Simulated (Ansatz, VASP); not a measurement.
## One calculation of CdSe, two programs

Contents of POSCAR:

```
CdSe
1.0
    0.0000000000      3.0702711986      3.0702711986
    3.0702711986      0.0000000000      3.0702711986
    3.0702711986      3.0702711986      0.0000000000
Cd Se
1 1
Direct
    0.0000000000      0.0000000000      0.0000000000
    0.2500000000      0.2500000000      0.2500000000
```

The input INCAR.step1:

```
SYSTEM = CdSe
ALGO     = Normal         ! electronic algorithm
EDIFF    = 1E-4           ! SCF threshold, eV
ENCUT    = 520            ! plane-wave cutoff, eV
GGA      = PE             ! functional
ISMEAR   = -1             ! smearing method
LASPH    = .True.         ! aspherical terms in the spheres
LCHARG   = .False.        ! write CHGCAR
LREAL    = .False.        ! projectors in reciprocal space
LWAVE    = .True.         ! write WAVECAR
NBANDS   = 16             ! bands
NELM     = 100            ! most SCF steps
PREC     = Accurate       ! precision mode
SIGMA    = 0.1            ! smearing width, eV
```

Contents of INCAR.step2:

```
SYSTEM = CdSe
ALGO     = Normal         ! electronic algorithm
BPARAM   = 11.95        
CPARAM   = 0.0093       
EDIFF    = 1E-6           ! SCF threshold, eV
ENCUT    = 520            ! plane-wave cutoff, eV
ISIF     = 2              ! what is computed and relaxed
ISMEAR   = -1             ! smearing method
ISTART   = 1            
IVDW_NL  = 2            
LASPH    = .True.         ! aspherical terms in the spheres
LCHARG   = .True.         ! write CHGCAR
LELF     = .True.         ! ELF
LMIXTAU  = .True.       
LREAL    = .False.        ! projectors in reciprocal space
LUSE_VDW = .True.       
LVHAR    = .True.       
LWAVE    = .False.        ! write WAVECAR
METAGGA  = R2SCAN         ! meta-GGA
NBANDS   = 16             ! bands
NELM     = 100            ! most SCF steps
PREC     = Accurate       ! precision mode
SIGMA    = 0.1            ! smearing width, eV
```

Contents of KPOINTS:

```
k-points
0
Gamma
  8 8 8
  0 0 0
```

input.yaml

```yaml
crystal:
  lattice:
    - [0.0, 3.0702711986, 3.0702711986]
    - [3.0702711986, 0.0, 3.0702711986]
    - [3.0702711986, 3.0702711986, 0.0]
  atoms:
    - { symbol: Cd, position: [0.0, 0.0, 0.0] }
    - { symbol: Se, position: [0.25, 0.25, 0.25] }
hamiltonian:
  xc: r2scan
  pseudopotentials: { kind: paw }
  dispersion: rvv10
kpoints:
  mp_grid: { grid: [8, 8, 8] }
scf:
  occupations: { method: fermi_dirac, width: 0.1 }
  n_extra_bands: 6
output:
  forces: true
  stress: true
  eigenvalues: true
  dos: { projected: false, de: 0.05, nscf_kmesh: { grid: [12, 12, 12] } }
  write_density: true
  write_potential: true
  elf: true
  volumetric_format: npy
basis:
  ecutrho_ratio: 8
```

Alike in both runs: functional r2SCAN; dispersion rVV10; k mesh 8 × 8 × 8; occupations fermi-dirac, width 0.1 eV; no spin polarisation.

|  | VASP | Ansatz |
| --- | --- | --- |
| version | VASP 6.6.1 | Ansatz 0.2.0 |
| potentials or method | VASP PAW PBE potentials, release 64 (Cd, Se) | Ansatz PAW |
| plane-wave cutoff (eV) | 520 | 500 |
| valence electrons in the cell | 18 | 36 |
| task | single point | density of states |

Ansatz gave:

- gap on the k mesh at the Fermi level (eV): 0.98
- least direct gap on the mesh (eV): 0.98
- pressure (GPa): -1.0

Task: Estimate VASP's values.

Result: gap on the k mesh at the Fermi level (eV): 0.97; least direct gap on the mesh (eV): 0.97; pressure (GPa): -0.6.

VASP's potentials were made for PBE, not for r2SCAN. VASP's potentials hold 18 valence electrons a cell and Ansatz's 36, so a difference there can come from the potentials and not from the codes.
